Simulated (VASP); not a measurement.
# MgO (P6_3/mmc) in VASP: a series of runs, part 2 of 2

VASP 6.6.1. Earlier steps stand in the parts before.

## (4) Single point, PBE (strain +0.000 along x and y, -0.030 along z)

Contents of INCAR:

```
SYSTEM = MgO
PREC = Accurate
ENCUT = 520
EDIFF = 1E-6
ISMEAR = 0
SIGMA = 0.05
LREAL = .False.
LASPH = .True.
NELM = 100
ALGO = Normal
ISIF = 2
LWAVE = .False.
LCHARG = .False.
GGA = PE
NBANDS = 16
```

Contents of KPOINTS:

```
Automatic mesh
0
Gamma
  6 6 6
  0 0 0
```

Contents of POSCAR:

```
MgO
1.0
    3.4863778627      0.0000000000      0.0000000000
   -1.7431889314      3.0192917963      0.0000000000
    0.0000000000      0.0000000000      4.0526999834
Mg O
2 2
Direct
    0.6666666667      0.3333333333      0.7500000000
    0.3333333333      0.6666666667      0.2500000000
    0.6666666667      0.3333333333      0.2500000000
    0.3333333333      0.6666666667      0.7500000000
```

Potentials or basis: VASP PAW PBE potentials, release 64 (Mg, O).

Started as:

```sh
> cat potpaw_PBE.64/Mg/POTCAR potpaw_PBE.64/O/POTCAR > POTCAR
> mpirun -np 1 vasp_std > vasp.out
```

OUTCAR:

```text
SYSTEM = MgO
   PREC = Accurate
   ENCUT = 520
   EDIFF = 1E-6
   ISMEAR = 0
   LREAL = .False.
   LASPH = .True.
   NELM = 100
   ISIF = 2
   GGA = PE

 ion  position               nearest neighbor table
   1  0.667  0.333  0.750-   4 2.01   4 2.01   4 2.01   3 2.03   3 2.03   2 2.86   2 2.86   2 2.86
                             2 2.86   2 2.86   2 2.86
   2  0.333  0.667  0.250-   3 2.01   3 2.01   3 2.01   4 2.03   4 2.03   1 2.86   1 2.86   1 2.86
                             1 2.86   1 2.86   1 2.86
   3  0.667  0.333  0.250-   2 2.01   2 2.01   2 2.01   1 2.03   1 2.03
   4  0.333  0.667  0.750-   1 2.01   1 2.01   1 2.01   2 2.03   2 2.03

  LATTYP: Found a hexagonal cell.
 ALAT       =     3.4863778627
 C/A-ratio  =     1.1624385374

  Lattice vectors:

 A1 = (   3.4863778627,   0.0000000000,   0.0000000000)
 A2 = (  -1.7431889314,   3.0192917963,   0.0000000000)
 A3 = (   0.0000000000,   0.0000000000,   4.0526999834)

Analysis of symmetry for initial positions (statically):
=====================================================================
 Subroutine PRICEL returns:
 Original cell was already a primitive cell.

 Routine SETGRP: Setting up the symmetry group for a
 hexagonal supercell.

[... 177 lines left out ...]
 fundamental gap:      3.6250459182
 Fermi energy:         2.4576916899

 k-point     1 :       0.0000    0.0000    0.0000
  band No.  band energies     occupation
      1     -14.8858      2.00000
      2     -13.3559      2.00000
      3      -1.4817      2.00000
      4       0.3520      2.00000
      5       0.3520      2.00000
      6       1.3899      2.00000
[... 433 lines left out ...]
      3      -1.5147      2.00000
      4      -1.5147      2.00000
      5       0.6591      2.00000
      6       0.6591      2.00000
[... 8 lines left out ...]
     15      17.7600      0.00000
     16      17.7600      0.00000

 [... further k-points ...]

------------------------ aborting loop because EDIFF is reached ----------------------------------------

  FORCE on cell =-STRESS in cart. coord.  units (eV):
  Direction    XX          YY          ZZ          XY          YZ          ZX
  --------------------------------------------------------------------------------------
  -------------------------------------------------------------------------------------
  Total        1.6818982      1.6818982      3.9599229     -0.0000000      0.0000000      0.0000000
  in kB       63.1664240     63.1664240    148.7213473     -0.0000000      0.0000000      0.0000000
  external PRESSURE =      91.6847317 kB  Pullay stress =       0.0000000 kB

 VOLUME and BASIS-vectors are now :
 -----------------------------------------------------------------------------
  energy-cutoff  :      520.00
  volume of cell :       42.66
      direct lattice vectors                 reciprocal lattice vectors
     3.486377863  0.000000000  0.000000000     0.286830642  0.165601748  0.000000000
    -1.743188931  3.019291796  0.000000000     0.000000000  0.331203497  0.000000000
     0.000000000  0.000000000  4.052699983     0.000000000  0.000000000  0.246749082

 POSITION                                       TOTAL-FORCE (eV/Angst)
 -----------------------------------------------------------------------------------
      1.74319      1.00643      3.03952        -0.000000     -0.000000      0.000000
     -0.00000      2.01286      1.01317         0.000000     -0.000000      0.000000
      1.74319      1.00643      1.01317         0.000000     -0.000000      0.000000
     -0.00000      2.01286      3.03952        -0.000000      0.000000      0.000000
 -----------------------------------------------------------------------------------
    total drift:                                0.000000     -0.000000      0.000000

  FREE ENERGIE OF THE ION-ELECTRON SYSTEM (eV)
  ---------------------------------------------------
  free  energy   TOTEN  =       -23.5774678212 eV

  energy  without entropy=      -23.5774678212  energy(sigma->0) =      -23.57746782
```

Run time: 19 s. Hardware: 1 thread of AMD EPYC 7R13 (Zen 3), shared host; peak memory 0.13 GiB.

Results:

| Property | Result |
| --- | --- |
| Free energy | -23.5775 eV |
| Pressure | 9.2 GPa |
| Band gap on the k mesh | 3.62 eV, direct |

Stress tensor (GPa, compression positive):
```
 6.32  0.00  0.00
 0.00  6.32  0.00
 0.00  0.00 14.87
```

Levels at points of the mesh, in eV from the valence-band top:
```csv
k point,band 4,band 5,band 6,band 7,band 8,band 9,band 10,band 11,band 12,band 13
"(0.00, 0.00, 0.00)",-1.81,-1.81,-0.77,-0.77,0.00,3.62,9.90,12.59,12.59,12.83
"(0.50, 0.00, 0.00)",-2.44,-2.39,-1.87,-1.31,-0.43,7.05,9.50,10.23,12.55,13.17
"(0.00, 0.00, 0.50)",-2.46,-1.31,-1.31,-1.31,-1.31,6.70,6.70,12.95,12.95,12.95
"(0.50, 0.00, 0.50)",-3.96,-1.56,-1.56,-0.79,-0.79,7.49,7.49,12.41,12.41,14.30
```

Caveat: the cell differs from its parent crystal (strain +0.000 along x and y, -0.030 along z).

## (5) Single point, PBE (strain -0.015 along x and y, +0.000 along z)

Contents of INCAR:

```
SYSTEM = MgO
PREC = Accurate
ENCUT = 520
EDIFF = 1E-7
ISMEAR = 0
SIGMA = 0.05
LREAL = .FALSE.
LASPH = .TRUE.
NELM = 60
ALGO = Normal
ISIF = 2
LWAVE = .FALSE.
LCHARG = .TRUE.
GGA = PE
LELF = .TRUE.
LVHAR = .TRUE.
NBANDS = 16
```

Contents of KPOINTS:

```
Automatic mesh
0
G
  6 6 6
  0 0 0
```

Contents of POSCAR:

```
MgO
1.0
    3.4340821948      0.0000000000      0.0000000000
   -1.7170410974      2.9740024193      0.0000000000
    0.0000000000      0.0000000000      4.1780412200
Mg O
2 2
Direct
    0.6666666667      0.3333333333      0.7500000000
    0.3333333333      0.6666666667      0.2500000000
    0.6666666667      0.3333333333      0.2500000000
    0.3333333333      0.6666666667      0.7500000000
```

Started as:

```sh
> cat potpaw_PBE.64/Mg/POTCAR potpaw_PBE.64/O/POTCAR > POTCAR
> mpirun -np 1 vasp_std > vasp.out
```

It took 22 s on 1 thread of AMD EPYC 7R13 (Zen 3), shared host; peak memory 0.14 GiB.

It converged, with:

```
Free energy            : -23.6035 eV
Pressure               : 8.6 GPa
Band gap on the k mesh : 3.58 eV, direct
```

Stress tensor (GPa, compression positive):
```
9.25 0.00 0.00
0.00 9.25 0.00
0.00 0.00 7.26
```

Levels at points of the mesh, in eV from the valence-band top:
```csv
k point,band 6,band 7,band 8,band 9,band 10,band 11
"(0.00, 0.00, 0.00)",-0.88,-0.88,0.00,3.58,9.67,12.35
"(0.50, 0.00, 0.00)",-2.08,-1.36,-0.60,7.11,9.36,9.83
"(0.00, 0.00, 0.50)",-1.36,-1.36,-1.36,6.61,6.61,13.20
"(0.50, 0.00, 0.50)",-1.61,-0.89,-0.89,7.42,7.42,12.28
```

Caveat: the cell differs from its parent crystal (strain -0.015 along x and y, +0.000 along z).

## (6) The runs side by side

| cell | gap on the mesh (eV) | pressure (GPa) |
| --- | --- | --- |
| a = 3.434, b = 3.434, c = 4.115 Å, angles 90.0, 90.0, 120.0°, 4 atoms | 3.67 | 11.1 |
| a = 3.382, b = 3.382, c = 4.303 Å, angles 90.0, 90.0, 120.0°, 4 atoms | 3.54 | 9.4 |
| a = 3.486, b = 3.486, c = 4.053 Å, angles 90.0, 90.0, 120.0°, 4 atoms | 3.62 | 9.2 |
| a = 3.434, b = 3.434, c = 4.178 Å, angles 90.0, 90.0, 120.0°, 4 atoms | 3.58 | 8.6 |

Alike in all rows: task single point; level PBE; potentials or basis VASP PAW PBE potentials, release 64 (Mg, O); no spin polarisation; k mesh 6 × 6 × 6; cutoff (eV) 520; smearing gaussian 0.05 eV.

Absolute energies hang on the potentials; compare differences alone.
